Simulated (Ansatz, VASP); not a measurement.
**B: VASP beside Ansatz**

```
CELL_PARAMETERS angstrom
1.31080 0.75679 9.11490
-1.31080 0.75679 9.11490
0.00000 -1.51359 9.11490
ATOMIC_POSITIONS crystal
B 0.91756 0.91756 0.91756
B 0.25089 0.25089 0.25089
B 0.74911 0.74911 0.74911
B 0.08244 0.08244 0.08244
```

Alike in both runs: task relaxation of cell and atoms; functional PBE; k mesh 12 × 12 × 12; occupations gaussian, width 0.1 eV; no spin polarisation.

```csv
,VASP,Ansatz
version,VASP 6.6.1,Ansatz 0.2.0
potentials or method,"VASP PAW PBE potentials, release 64 (B), cutoff 500 eV","scalar-relativistic, plane waves, PAW"
valence electrons in the cell,12,12
```

```csv
,VASP,Ansatz,Ansatz less VASP
"gap on the k mesh at the Fermi level, each at its own relaxed structure (eV)",none,none,-
relaxed volume (Å³/atom),16.85,7.32,-9.532
relaxed cell length with the largest relative difference (Å),9.263,4.471,-4.7914
```

A gap of «none» marks a metal or a gap that the smearing closes. One of these differences is far larger than is usual between the two programs; its cause wasn't traced.

Noted on VASP's run: the volume moved by over 15 % at a fixed basis, so the end points are rough.
